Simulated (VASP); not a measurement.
TaO3, 4 atoms in the cell. Symmetry: P4/mmm, No. 123, tetragonal system. Conventional cell: a = 3.922 Å, b = 3.922 Å, c = 3.706 Å, α = 90.00°, β = 90.00°, γ = 90.00°. Within 2.5 Å of Ta (site symmetry 4/mmm) lie 6 O at 1.85 to 1.96 Å. O (site symmetry 4/mmm) has 2 Ta at 1.85 Å within 2.5 Å. Within 2.6 Å of O (site symmetry mmm) lie 2 Ta at 1.96 Å.  This cell differs from its parent crystal: normal strain along x -0.0550, normal strain along z +0.0000.

- Program: VASP 6.6.1
- Task: single point
- Functional: PBEsol
- Potentials or basis: VASP PAW PBE potentials, release 64 (Ta_pv, O)
- Cutoff: 520 eV
- k mesh: 10 × 10 × 10
- Occupations: gaussian, width 0.15 eV
- Spin: collinear spin, ferromagnetic start
- Starting moments: [0.0, 0.19, 0.19, 0.19] μB
- Dipole correction: no
- Further INCAR settings: ALGO = Normal; EDIFF = 1e-06; NBANDS = 26

Potentials or basis: VASP PAW PBE potentials, release 64 (Ta_pv, O).

Run with:

```bash
$ cat potpaw_PBE.64/Ta_pv/POTCAR potpaw_PBE.64/O/POTCAR > POTCAR
$ mpirun -np 1 vasp_std > vasp.out
```

Hardware: 1 thread of Intel(R) Xeon(R) Platinum 8259CL CPU @ 2.50GHz (Skylake/Cascade Lake), with other jobs on the host.

Problem. How long does it take, and how much memory?

Solution. It took 4.5 min on 1 thread of Intel(R) Xeon(R) Platinum 8259CL CPU @ 2.50GHz (Skylake/Cascade Lake) (shared host), peak memory 0.38 GiB. Counts: scf iterations 16, k points 126.
